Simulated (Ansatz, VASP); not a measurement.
**One calculation of Te2Mo, two programs**

POSCAR

```
Te2Mo
1.0
    3.5165795681      0.0000000000      0.0000000000
   -1.7582897840      3.0454472404      0.0000000000
    0.0000000000      0.0000000000      7.7815180187
Te Mo
2 1
Direct
    0.3333333333      0.6666666667      0.7683289470
    0.3333333333      0.6666666667      0.2316710530
    0.0000000000      0.0000000000      0.0000000000
```

File INCAR.step1:

```
SYSTEM = Te2Mo
  PREC = Accurate
  ENCUT = 520
  ISMEAR = 0
  SIGMA = 0.01
  LREAL = .False.
  LASPH = .True.
  NELM = 60
  NBANDS = 20
  GGA = PE
  ALGO = Normal
  EDIFF = 1E-4
  LWAVE = .True.
  LCHARG = .False.
```

INCAR.step2

```
SYSTEM = Te2Mo
  PREC = Accurate
  ENCUT = 520
  EDIFF = 1E-6
  ISMEAR = 0
  SIGMA = 0.01
  LREAL = .False.
  LASPH = .True.
  NELM = 60
  ALGO = Normal
  ISIF = 2
  LWAVE = .False.
  LCHARG = .False.
  METAGGA = R2SCAN
  LMIXTAU = .True.
  NBANDS = 20
  ISTART = 1
```

Contents of KPOINTS:

```
regular mesh
0
Gamma
  12 12 4
  0 0 0
```

Input for Ansatz:

```yaml
crystal:
  lattice:
    - [3.5165795681, 0.0, 0.0]
    - [-1.758289784, 3.0454472404, 0.0]
    - [0.0, 0.0, 7.7815180187]
  atoms:
    - { symbol: Te, position: [0.3333333333, 0.6666666667, 0.768328947] }
    - { symbol: Te, position: [0.3333333333, 0.6666666667, 0.231671053] }
    - { symbol: Mo, position: [0.0, 0.0, 0.0] }
kpoints:
  mp_grid: { grid: [12, 12, 4] }
  band_path:
    path:
      - [0.0, 0.0, 0.0]
      - [0.5, 0.0, 0.0]
      - [0.3333333333, 0.3333333333, 0.0]
      - [0.0, 0.0, 0.5]
      - [0.5, 0.0, 0.5]
      - [0.3333333333, 0.3333333333, 0.5]
      - [0.192708, 0.192708, 0.0]
    npoints: 1
hamiltonian:
  xc: r2scan
scf:
  occupations: { method: fixed }
  n_extra_bands: 4
output:
  forces: true
  stress: true
  eigenvalues: true
```

Change from the starting cell: hydrostatic strain -0.6%.

Alike in both runs: task single point; functional r2SCAN; k mesh 12 × 12 × 4; no spin polarisation.

```csv
,VASP,Ansatz
version,VASP 6.6.1,Ansatz 0.2.0
potentials or method,"VASP PAW PBE potentials, release 64 (Te, Mo_sv)","plane waves, PAW"
plane-wave cutoff (eV),520,500
occupations,"gaussian, width 0.01 eV",fixed
valence electrons in the cell,26,46
```

```csv
,VASP,Ansatz,Ansatz less VASP
gap on the k mesh at the Fermi level (eV),1.13,1.13,-0.006
pressure (GPa),1.8,1.7,-0.11
"traceless stress, the component that is largest in VASP (GPa)",-0.47,-0.52,-0.056
rms of the force components (eV/Å),0.003,0.009,+0.0053
```

VASP's potentials were made for PBE, not for r2SCAN. Atom by atom the forces differ by 0.012 eV/Å (rms over components). VASP's potentials hold 26 valence electrons a cell and Ansatz's 46, so a difference there can come from the potentials and not from the codes.

Spin-orbit coupling is off throughout.
